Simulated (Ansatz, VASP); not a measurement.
GdO in VASP and in Ansatz

The input INCAR:

```
SYSTEM = GdO
ALGO = Normal
EDIFF = 1E-6
ENCUT = 520
GGA = PE
ISIF = 2
ISMEAR = 0
ISPIN = 2
LASPH = .TRUE.
LCHARG = .FALSE.
LMAXMIX = 6
LORBIT = 11
LREAL = .FALSE.
LWAVE = .FALSE.
MAGMOM = 7 0
NBANDS = 23
NELM = 150
PREC = Accurate
SIGMA = 0.05
```

Contents of KPOINTS:

```
k-points
0
G
  6 6 6
  0 0 0
```

Contents of POSCAR:

```
GdO
1.0
    0.0000000000      2.7000000000      2.7000000000
    2.7000000000      0.0000000000      2.7000000000
    2.7000000000      2.7000000000      0.0000000000
Gd O
1 1
Direct
    0.0000000000      0.0000000000      0.0000000000
    0.2500000000      0.2500000000      0.2500000000
```

Input for Ansatz:

```yaml
crystal:
  lattice:
    - [0.0, 2.7, 2.7]
    - [2.7, 0.0, 2.7]
    - [2.7, 2.7, 0.0]
  atoms:
    - { symbol: Gd, position: [0.0, 0.0, 0.0], spin: 7.0 }
    - { symbol: O, position: [0.25, 0.25, 0.25] }
basis:
  ecutwfc: 420
  ecutrho_ratio: 4
kpoints:
  mp_grid: { grid: [6, 6, 6] }
hamiltonian:
  xc: pbe
scf:
  occupations: { method: gaussian, width: 0.05 }
output:
  forces: true
  stress: true
  eigenvalues: true
  populations: true
  hubbard: { sites: [{ species: Gd, l: f }] }
  write_density: true
  write_potential: true
  elf: true
  volumetric_format: npy
magnetization:
  spin_polarized: true
```

Alike in both runs: task single point; functional PBE; k mesh 6 × 6 × 6; occupations gaussian, width 0.05 eV; collinear spin.

|  | VASP | Ansatz |
| --- | --- | --- |
| version | VASP 6.6.1 | Ansatz 0.2.0 |
| potentials or method | VASP PAW PBE potentials, release 64 (Gd, O), cutoff 520 eV | scalar-relativistic, plane waves, PAW |
| valence electrons in the cell | 24 | 24 |

|  | VASP | Ansatz | Ansatz less VASP |
| --- | --- | --- | --- |
| gap on the k mesh at the Fermi level (eV) | none | none | - |
| pressure (GPa) | -0.5 | -0.7 | -0.16 |
| net moment per atom (μB) | 3.76 | 3.74 | -0.018 |
| size of the moment on the site where the two differ most (μB) | 6.86 | 6.81 | -0.050 |

Site moments also hang on the region over which each program counts them. A gap of «none» marks a metal or a gap that the smearing closes. With one functional, cell and mesh, what is left measures potentials, basis and numerics.

Spin-orbit coupling is off throughout.
